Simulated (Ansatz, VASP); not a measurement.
# One calculation of BaTiO3, two programs

File POSCAR:

```
BaTiO3
1.0
    4.1066051249      0.0000000000      0.0000000000
    0.0000000000      4.1066051249      0.0000000000
    0.0000000000      0.0000000000      3.7780767149
Ba Ti O
1 1 3
Direct
    0.5000000000      0.5000000000      0.5000000000
    0.0000000000      0.0000000000      0.0000000000
    0.5000000000      0.0000000000      0.0000000000
    0.0000000000      0.5000000000      0.0000000000
    0.0000000000      0.0000000000      0.5000000000
```

INCAR.step1

```
ALGO = Normal ; EDIFF = 1E-4
ENCUT = 520 ; GGA = PE
ISMEAR = 0 ; LASPH = True
LCHARG = False ; LREAL = False
LWAVE = True ; NBANDS = 28
NELM = 100 ; PREC = Accurate
SIGMA = 0.05
```

The input INCAR.step2:

```
ALGO = Normal ; EDIFF = 1E-7
ENCUT = 520 ; ISIF = 2
ISMEAR = 0 ; ISTART = 1
LASPH = True ; LCHARG = False
LMIXTAU = True ; LREAL = False
LWAVE = False ; METAGGA = R2SCAN
NBANDS = 28 ; NELM = 100
PREC = Accurate ; SIGMA = 0.05
```

KPOINTS

```
k-points
0
Gamma
  8 8 8
```

Input for Ansatz:

```yaml
crystal:
  lattice:
    - [4.1066051249, 0.0, 0.0]
    - [0.0, 4.1066051249, 0.0]
    - [0.0, 0.0, 3.7780767149]
  atoms:
    - { symbol: Ba, position: [0.5, 0.5, 0.5] }
    - { symbol: Ti, position: [0.0, 0.0, 0.0] }
    - { symbol: O, position: [0.5, 0.0, 0.0] }
    - { symbol: O, position: [0.0, 0.5, 0.0] }
    - { symbol: O, position: [0.0, 0.0, 0.5] }
basis:
  ecutwfc: 500
kpoints:
  mp_grid: { grid: [8, 8, 8] }
hamiltonian:
  xc: r2scan
scf:
  occupations: { method: gaussian, width: 0.05 }
output:
  forces: true
  stress: true
  eigenvalues: true
```

Alike in both runs: task single point; functional r2SCAN; k mesh 8 × 8 × 8; occupations gaussian, width 0.05 eV; no spin polarisation.

|  | VASP | Ansatz |
| --- | --- | --- |
| version | VASP 6.6.1 | Ansatz 0.2.0 |
| potentials or method | VASP PAW PBE potentials, release 64 (Ba_sv, Ti_sv, O), cutoff 520 eV | scalar-relativistic, plane waves, PAW |
| valence electrons in the cell | 40 | 40 |

Ansatz gave:

- gap on the k mesh at the Fermi level (eV): 1.99
- least direct gap on the mesh (eV): 2.13
- pressure (GPa): 1.8
- traceless stress, the component that is largest in VASP (GPa): 12.82

Question: Estimate VASP's values.

Answer: gap on the k mesh at the Fermi level (eV): 1.97; least direct gap on the mesh (eV): 2.13; pressure (GPa): 3.8; traceless stress, the component that is largest in VASP (GPa): 13.22.

VASP's potentials were made for PBE, not for r2SCAN. With one functional, cell and mesh, what is left measures potentials, basis and numerics.

Neither program's run includes spin-orbit coupling.
